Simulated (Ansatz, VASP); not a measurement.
Two plane-wave programs on HfMoC2

INCAR

```
SYSTEM = HfMoC2
ALGO = Normal
EDIFF = 1E-6
EDIFFG = -0.01
ENCUT = 600
GGA = PS
IBRION = 2
ISIF = 3
ISMEAR = -1
LASPH = .TRUE.
LCHARG = .FALSE.
LDAU = .TRUE.
LDAUJ = 0 0 0
LDAUL = 2 2 -1
LDAUPRINT = 1
LDAUTYPE = 2
LDAUU = 8 8 0
LMAXMIX = 4
LREAL = .FALSE.
LWAVE = .FALSE.
NELM = 150
NSW = 60
PREC = Accurate
SIGMA = 0.05
```

The input KPOINTS:

```
k-points
0
G
  8 8 6
  0 0 0
```

Contents of POSCAR:

```
HfMoC2
1.0
    3.1914230000      0.0000000000      0.0000000000
    0.0000000000      3.1914230000      0.0000000000
    0.0000000000      0.0000000000      4.4851640000
Hf Mo C
1 1 2
Direct
    0.0000000000      0.0000000000      0.0000000000
    0.5000000000      0.5000000000      0.5000000000
    0.5000000000      0.5000000000      0.0000000000
    0.0000000000      0.0000000000      0.5000000000
```

input.yaml

```yaml
crystal:
  lattice:
    - [3.191423, 0.0, 0.0]
    - [0.0, 3.191423, 0.0]
    - [0.0, 0.0, 4.485164]
  atoms:
    - { symbol: Hf, position: [0.0, 0.0, 0.0] }
    - { symbol: Mo, position: [0.5, 0.5, 0.5] }
    - { symbol: C, position: [0.5, 0.5, 0.0] }
    - { symbol: C, position: [0.0, 0.0, 0.5] }
hamiltonian:
  xc: pbesol
  pseudopotentials: { kind: paw }
  hubbard:
    sites:
      - { species: Hf, l: d, u_eff: 8.0 }
      - { species: Mo, l: d, u_eff: 8.0 }
kpoints:
  mp_grid: { grid: [8, 8, 6] }
scf:
  occupations: { method: fermi_dirac, width: 0.05 }
output:
  forces: true
  stress: true
  eigenvalues: true
relax:
  f_tol: 0.01
  max_steps: 40
  cell: { stress_tol: 0.05 }
```

Alike in both runs: task relaxation of cell and atoms; functional PBEsol; k mesh 8 × 8 × 6; occupations fermi-dirac, width 0.05 eV; no spin polarisation; Hubbard terms Hf d U = 8.0 eV, Mo d U = 8.0 eV.

|  | VASP | Ansatz |
| --- | --- | --- |
| version | VASP 6.6.1 | Ansatz 0.2.0 |
| potentials or method | VASP PAW PBE potentials, release 64 (Hf_pv, Mo_sv, C) | Ansatz PAW |
| plane-wave cutoff (eV) | 600 | 420 |
| valence electrons in the cell | 32 | 48 |

Ansatz gave:

| Quantity | Value |
| --- | --- |
| gap on the k mesh at the Fermi level, each at its own relaxed structure (eV) | none |
| relaxed volume (Å³/atom) | 11.70 |
| relaxed cell length with the largest relative difference (Å) | 3.197 |

Which values does VASP return?

gap on the k mesh at the Fermi level, each at its own relaxed structure (eV): none; relaxed volume (Å³/atom): 12.06; relaxed cell length with the largest relative difference (Å): 3.244.

VASP's potentials were made for PBE, not for PBEsol. The programs project onto different local orbitals, so the same U acts differently, and such runs can settle in different states. A gap of «none» marks a metal or a gap that the smearing closes. VASP's potentials hold 32 valence electrons a cell and Ansatz's 48, so a difference there can come from the potentials and not from the codes.

Neither program's run includes spin-orbit coupling. Noted on Ansatz's run: the plane-wave basis is chosen anew once the cell has moved, so the energies of steps on either side of that aren't comparable.
